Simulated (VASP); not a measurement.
# Sc3RhAu (Pm-3m) in VASP: single point with PBE

Aim: the single point of Sc3RhAu with PBE.

Everything below comes from runs of VASP 6.6.1. Logs are shortened: lines on timing, memory, paths and dates and some standing lists are left out, and cuts for length are marked.

## 1. The cell of the first run

Symmetry: Pm-3m, No. 221, cubic system. Conventional cell: a = 4.643 Å, b = 4.643 Å, c = 4.643 Å, α = 90.00°, β = 90.00°, γ = 90.00°. Within 3.1 Å of Sc (site symmetry 4/mmm) lie 2 Rh at 2.32 Å. Rh (site symmetry m-3m) has 6 Sc at 2.32 Å within 3.1 Å. Au (site symmetry m-3m) has 12 Sc at 3.28 Å and 8 Rh at 4.02 Å within 4.3 Å.

## 2. Single point, PBE

INCAR reads:

```
SYSTEM = Sc3RhAu
PREC = Accurate
ENCUT = 520
EDIFF = 1E-6
ISMEAR = 0
SIGMA = 0.1
LREAL = .False.
LASPH = .True.
NELM = 60
ALGO = Normal
ISIF = 2
LWAVE = .False.
LCHARG = .False.
GGA = PE
NBANDS = 38
```

KPOINTS reads:

```
Automatic mesh
0
Gamma
  4 4 4
  0 0 0
```

POSCAR reads:

```
Sc3RhAu
1.0
    4.6428343400      0.0000000000      0.0000000000
    0.0000000000      4.6428343400      0.0000000000
    0.0000000000      0.0000000000      4.6428343400
Sc Rh Au
3 1 1
Direct
    0.5000000000      0.0000000000      0.0000000000
    0.0000000000      0.5000000000      0.0000000000
    0.0000000000      0.0000000000      0.5000000000
    0.0000000000      0.0000000000      0.0000000000
    0.5000000000      0.5000000000      0.5000000000
```

Potentials or basis: VASP PAW PBE potentials, release 64 (Sc_sv, Rh_pv, Au).

Launch:

```console
$ cat potpaw_PBE.64/Sc_sv/POTCAR potpaw_PBE.64/Rh_pv/POTCAR potpaw_PBE.64/Au/POTCAR > POTCAR
$ mpirun -np 1 vasp_std > vasp.out
```

OUTCAR:

```text
SYSTEM = Sc3RhAu
   PREC = Accurate
   ENCUT = 520
   EDIFF = 1E-6
   ISMEAR = 0
   LREAL = .False.
   LASPH = .True.
   NELM = 60
   ISIF = 2
   GGA = PE

 ion  position               nearest neighbor table
   1  0.500  0.000  0.000-   4 2.32   4 2.32   2 3.28   5 3.28   3 3.28   5 3.28   2 3.28   5 3.28
                             5 3.28   2 3.28   3 3.28   3 3.28   3 3.28   2 3.28
   2  0.000  0.500  0.000-   4 2.32   4 2.32   1 3.28   5 3.28   3 3.28   5 3.28   1 3.28   3 3.28
                             3 3.28   3 3.28   1 3.28   5 3.28   5 3.28   1 3.28
   3  0.000  0.000  0.500-   4 2.32   4 2.32   1 3.28   5 3.28   1 3.28   2 3.28   2 3.28   2 3.28
                             5 3.28   2 3.28   1 3.28   5 3.28   1 3.28   5 3.28
   4  0.000  0.000  0.000-   1 2.32   2 2.32   3 2.32   3 2.32   2 2.32   1 2.32
   5  0.500  0.500  0.500-   1 3.28   2 3.28   3 3.28   1 3.28   2 3.28   1 3.28   3 3.28   1 3.28
                             2 3.28   3 3.28   2 3.28   3 3.28

  LATTYP: Found a simple cubic cell.
 ALAT       =     4.6428343400

  Lattice vectors:

 A1 = (   4.6428343400,   0.0000000000,   0.0000000000)
 A2 = (   0.0000000000,   4.6428343400,   0.0000000000)
 A3 = (   0.0000000000,   0.0000000000,   4.6428343400)

Analysis of symmetry for initial positions (statically):
=====================================================================
 Subroutine PRICEL returns:
 Original cell was already a primitive cell.

 Routine SETGRP: Setting up the symmetry group for a
 simple cubic supercell.

 Subroutine GETGRP returns: Found 48 space group operations
 (whereof 48 operations were pure point group operations)
 out of a pool of 48 trial point group operations.

The static configuration has the point symmetry O_h .

Analysis of symmetry for dynamics (positions and initial velocities):
=====================================================================
 Subroutine PRICEL returns:
 Original cell was already a primitive cell.

 Routine SETGRP: Setting up the symmetry group for a
 simple cubic supercell.

 Subroutine GETGRP returns: Found 48 space group operations
 (whereof 48 operations were pure point group operations)
 out of a pool of 48 trial point group operations.

The dynamic configuration has the point symmetry O_h .

 Subroutine INISYM returns: Found 48 space group operations
 (whereof 48 operations are pure point group operations),
 and found     1 'primitive' translations

----------------------------------------------------------------------------------------

                                     Primitive cell

  volume of cell :     100.0805

[... 85 lines left out ...]
   ISIF   =      2    stress and relaxation
   ISYM   =      2    0-nonsym 1-usesym 2-fastsym
   POTIM  = 0.5000    time-step for ionic-motion
   TEBEG  =    0.0;   TEEND  =   0.0 temperature during run
   PSTRESS=    0.0 pullay stress
   NELECT =      59.0000    total number of electrons
   NUPDOWN=      -1.0000    fix difference up-down
   EMIN   =  10.00;   EMAX   =-10.00  energy-range for DOS
   EFERMI =   0.00;   METHOD = LEGACY
   ISMEAR =     0;   SIGMA  =   0.10  broadening in eV -4-tet -1-fermi 0-gaus
   EFERMI_NEDOS =   21; number of points for ismear=-14 and -15
   IALGO  =     38    algorithm
   IMIX   =      4    mixing-type and parameters
     AMIX     =   0.40;   BMIX     =  1.00
     AMIX_MAG =   1.60;   BMIX_MAG =  1.00
  volume/ion in A,a.u.               =      20.02       135.08
  Fermi-wavevector in a.u.,A,eV,Ry     =   1.372700  2.594027 25.637531  1.884305
  Thomas-Fermi vector in A             =   2.498283
   LORBIT       =      0    0 simple, 1 ext, 2 COOP (PROOUT), +10 PAW based schemes
   GGA     = PE    functional components
   LHFCALC =     F    Hartree Fock is set to
   AEXX    =    0.0000 exact exchange contribution
   IVDW    =     0    specifies the selected vdW correction
   LEPSILON=     F    determine dielectric tensor
   LRPA    =     F    only Hartree local field effects (RPA)
 non-spin polarized calculation
 Gauss-broadening in eV      SIGMA  =   0.10
  energy-cutoff  :      520.00
  volume of cell :      100.08
 maximum number of plane-waves:      2730
 NGX is ok and might be reduce to    36
   NGX = 17   NGY = 17   NGZ = 17

 number of electron      58.9999990 magnetization

 Free energy of the ion-electron system (eV)
  ---------------------------------------------------
  ext. energy  EPLUGINS =         0.00000000
  ---------------------------------------------------
  free energy    TOTEN  =       -29.51911197 eV

  energy without entropy =      -29.48956896  energy(sigma->0) =      -29.50434046

 E-fermi :   6.3889     XC(G=0): -10.9573

 val. band max:        6.0773342144   @ k =   0.5000   0.5000   0.0000
 cond. band min:       6.4048929291   @ k =   0.5000   0.2500   0.0000
 fundamental gap:      0.3275587146
 Fermi energy:         6.3888658642

 k-point     1 :       0.0000    0.0000    0.0000
  band No.  band energies     occupation
      1     -43.3860      2.00000
      2     -43.3353      2.00000
      3     -43.3353      2.00000
      4     -41.1112      2.00000
      5     -41.1112      2.00000
      6     -41.1112      2.00000
[... 399 lines left out ...]
     37       8.2940      0.00000
     38       8.2940      0.00000

------------------------ aborting loop because EDIFF is reached ----------------------------------------

  FORCE on cell =-STRESS in cart. coord.  units (eV):
  Direction    XX          YY          ZZ          XY          YZ          ZX
  --------------------------------------------------------------------------------------
  -------------------------------------------------------------------------------------
  Total       12.5269146     12.5269146     12.5269146      0.0000000      0.0000000      0.0000000
  in kB      200.5419047    200.5419047    200.5419047      0.0000000      0.0000000      0.0000000
  external PRESSURE =     200.5419047 kB  Pullay stress =       0.0000000 kB

 VOLUME and BASIS-vectors are now :
 -----------------------------------------------------------------------------
  energy-cutoff  :      520.00
  volume of cell :      100.08
      direct lattice vectors                 reciprocal lattice vectors
     4.642834340  0.000000000  0.000000000     0.215385673  0.000000000  0.000000000
     0.000000000  4.642834340  0.000000000     0.000000000  0.215385673  0.000000000
     0.000000000  0.000000000  4.642834340     0.000000000  0.000000000  0.215385673

 POSITION                                       TOTAL-FORCE (eV/Angst)
 -----------------------------------------------------------------------------------
      2.32142      0.00000      0.00000         0.000000      0.000000      0.000000
      0.00000      2.32142      0.00000         0.000000      0.000000      0.000000
      0.00000      0.00000      2.32142         0.000000      0.000000      0.000000
      0.00000      0.00000      0.00000         0.000000      0.000000      0.000000
      2.32142      2.32142      2.32142         0.000000      0.000000      0.000000
 -----------------------------------------------------------------------------------
    total drift:                                0.000000      0.000000     -0.000000

  FREE ENERGIE OF THE ION-ELECTRON SYSTEM (eV)
  ---------------------------------------------------
  free  energy   TOTEN  =       -29.5191119675 eV

  energy  without entropy=      -29.4895689574  energy(sigma->0) =      -29.50434046
```

It took 47 s on 1 thread of Intel Xeon Platinum 8259CL at 2.50GHz (Skylake/Cascade Lake), shared host; peak memory 0.22 GiB.

Results:

* Free energy: -29.5191 eV
* Pressure: 20.1 GPa

Caveat: spin-orbit coupling is left out, which moves the levels of the heavy elements.
